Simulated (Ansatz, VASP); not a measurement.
**Two plane-wave programs on SiO2**

POSCAR

```
SiO2
1.0
    5.2114681495      0.0000000000      0.0000000000
   -2.6057340747      4.5132638085      0.0000000000
    0.0000000000      0.0000000000      5.7073181498
Si O
3 6
Direct
    0.0000000000      0.5000000000      0.3333333333
    0.5000000000      0.5000000000      0.6666666667
    0.5000000000      0.0000000000      0.0000000000
    0.5834989535      0.7917494768      0.8333333333
    0.7917494768      0.5834989535      0.5000000000
    0.7917494768      0.2082505232      0.1666666667
    0.4165010465      0.2082505232      0.8333333333
    0.2082505232      0.4165010465      0.5000000000
    0.2082505232      0.7917494768      0.1666666667
```

INCAR.step1

```
PREC = Accurate
ENCUT = 520
ISMEAR = 0
SIGMA = 0.05
LREAL = False
LASPH = True
NELM = 100
NBANDS = 34
GGA = PE
ALGO = Normal
EDIFF = 1E-4
LWAVE = True
LCHARG = False
```

File INCAR.step2:

```
PREC = Accurate
ENCUT = 520
EDIFF = 1E-6
ISMEAR = 0
SIGMA = 0.05
LREAL = False
LASPH = True
NELM = 100
ALGO = Normal
ISIF = 2
LWAVE = False
LCHARG = False
METAGGA = R2SCAN
LMIXTAU = True
NBANDS = 34
ISTART = 1
```

KPOINTS

```
regular mesh
0
Gamma
  6 6 4
```

Input for Ansatz:

```yaml
crystal:
  lattice:
    - [5.2114681495, 0.0, 0.0]
    - [-2.6057340747, 4.5132638085, 0.0]
    - [0.0, 0.0, 5.7073181498]
  atoms:
    - { symbol: Si, position: [0.0, 0.5, 0.3333333333] }
    - { symbol: Si, position: [0.5, 0.5, 0.6666666667] }
    - { symbol: Si, position: [0.5, 0.0, 0.0] }
    - { symbol: O, position: [0.5834989535, 0.7917494768, 0.8333333333] }
    - { symbol: O, position: [0.7917494768, 0.5834989535, 0.5] }
    - { symbol: O, position: [0.7917494768, 0.2082505232, 0.1666666667] }
    - { symbol: O, position: [0.4165010465, 0.2082505232, 0.8333333333] }
    - { symbol: O, position: [0.2082505232, 0.4165010465, 0.5] }
    - { symbol: O, position: [0.2082505232, 0.7917494768, 0.1666666667] }
basis:
  ecutwfc: 500
kpoints:
  mp_grid: { grid: [6, 6, 4] }
hamiltonian:
  xc: r2scan
scf:
  occupations: { method: gaussian, width: 0.05 }
output:
  forces: true
  stress: true
  eigenvalues: true
```

Change from the starting cell: strain +0.030 along x and y, +0.030 along z, atoms carried along.

Alike in both runs: task single point; functional r2SCAN; k mesh 6 × 6 × 4; occupations gaussian, width 0.05 eV; no spin polarisation.

|  | VASP | Ansatz |
| --- | --- | --- |
| version | VASP 6.6.1 | Ansatz 0.2.0 |
| potentials or method | VASP PAW PBE potentials, release 64 (Si, O), cutoff 520 eV | scalar-relativistic, plane waves, PAW |
| valence electrons in the cell | 48 | 48 |

|  | VASP | Ansatz | Ansatz less VASP |
| --- | --- | --- | --- |
| gap on the k mesh at the Fermi level (eV) | 5.74 | 5.74 | +0.004 |
| least direct gap on the mesh (eV) | 5.90 | 5.90 | +0.001 |
| pressure (GPa) | -14.0 | -14.1 | -0.11 |
| traceless stress, the component that is largest in VASP (GPa) | -0.05 | -0.08 | -0.031 |
| rms of the force components (eV/Å) | 0.296 | 0.292 | -0.0049 |

VASP's potentials were made for PBE, not for r2SCAN. Atom by atom the forces differ by 0.005 eV/Å (rms over components).
